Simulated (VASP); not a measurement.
Set up this calculation in VASP 6.6.1, as the native input.

| Property | Result |
| --- | --- |
| Task | single point |
| Functional | PBE |
| Potentials or basis | VASP PAW PBE potentials, release 64 (Ag) |
| Cutoff | 520 eV |
| k mesh | 14 × 14 × 4 |
| Occupations | fermi-dirac, width 0.08 eV |
| Spin | no spin polarisation |
| Dipole correction | no |
| Further INCAR settings | ALGO = Normal; EDIFF = 1e-06; NBANDS = 30 |

The structure of Ag lies in POSCAR:

```
Ag
1.0
    2.8861989086      0.0000000000      0.0000000000
   -1.4430994543      2.4995215753      0.0000000000
    0.0000000000      0.0000000000      9.8000000000
Ag
4
Direct
    0.3333333333      0.6666666667      0.2500000000
    0.6666666667      0.3333333333      0.7500000000
    0.0000000000      0.0000000000      0.0000000000
    0.0000000000      0.0000000000      0.5000000000
```

This isn't the form of Ag at room conditions, which is fcc.

This cell differs from its parent crystal: zz strain of -2 %.

These files were run (other wordings do the same):

INCAR

```
PREC = Accurate
ENCUT = 520
EDIFF = 1E-6
ISMEAR = -1
SIGMA = 0.08
LREAL = False
LASPH = True
NELM = 80
ALGO = Normal
ISIF = 2
LWAVE = False
LCHARG = False
GGA = PE
NBANDS = 30
```

KPOINTS

```
Automatic mesh
0
Gamma
  14 14 4
```

Potentials or basis: VASP PAW PBE potentials, release 64 (Ag).

Run with:

```bash
$ cat potpaw_PBE.64/Ag/POTCAR > POTCAR
$ mpirun -np 1 vasp_std > vasp.out
```

Results of the run:

The pressure is 1.1 GPa. The band gap on the k mesh is zero (bands 22 and 23 overlap by 6.04 eV).

Caveat: the cell differs from its parent crystal (zz strain of -2 %).

It took 2.1 min on 1 thread of Intel(R) Xeon(R) Platinum 8259CL CPU @ 2.50GHz (Skylake/Cascade Lake) (shared host), peak memory 0.26 GiB.
